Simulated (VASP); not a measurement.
Rh:

```xyz
2
Lattice="2.7310 0.0000 0.0000 -1.3655 2.3651 0.0000 0.0000 0.0000 4.4285" Properties=species:S:1:pos:R:3 pbc="T T T"
Rh    1.3655    0.7884    3.3214
Rh    0.0000    1.5767    1.1071
```

```yaml
Program: VASP 6.6.1
Task: relaxation of cell and atoms
Functional: PBEsol
Dispersion: D3(BJ)
Potentials_or_basis: VASP PAW PBE potentials, release 64 (Rh_pv)
Cutoff: 600 eV
k_mesh: 14 × 14 × 8
Occupations: fermi-dirac, width 0.15 eV
Spin: no spin polarisation
```

At the start: pressure -19.4 GPa; volume 14.30 Å³/atom.

Q: Where does the relaxation end?

A: Over 7 steps the energy falls by 68.3 meV/atom and the volume is 13.26 Å³/atom (-7.3 %); space group P6_3/mmc (No. 194, to 0.05 Å).

The path:
```csv
step,energy change (eV),largest force (eV/Å),pressure (GPa),volume (Å³)
1,0.0000,0.0000,-19.39,28.60
2,0.9485,0.0000,92.88,22.02
3,-0.1358,0.0000,-1.57,26.66
4,-0.1365,0.0000,-0.40,26.56
5,-0.1365,0.0000,0.08,26.52
6,-0.1367,0.0000,0.04,26.52
7,-0.1367,0.0000,0.05,26.52
```

Final structure:
```xyz
2
Lattice="2.6678 0.0000 0.0000 -1.3339 2.3104 0.0000 0.0000 0.0000 4.3026" Properties=species:S:1:pos:R:3 pbc="T T T"
Rh    1.3339    0.7701    3.2270
Rh    0.0000    1.5403    1.0757
```

Caveat: the PAW data sets were made with another functional, which shifts forces and pressure a little; pairwise dispersion overbinds metals, which lowers pressure and volume.
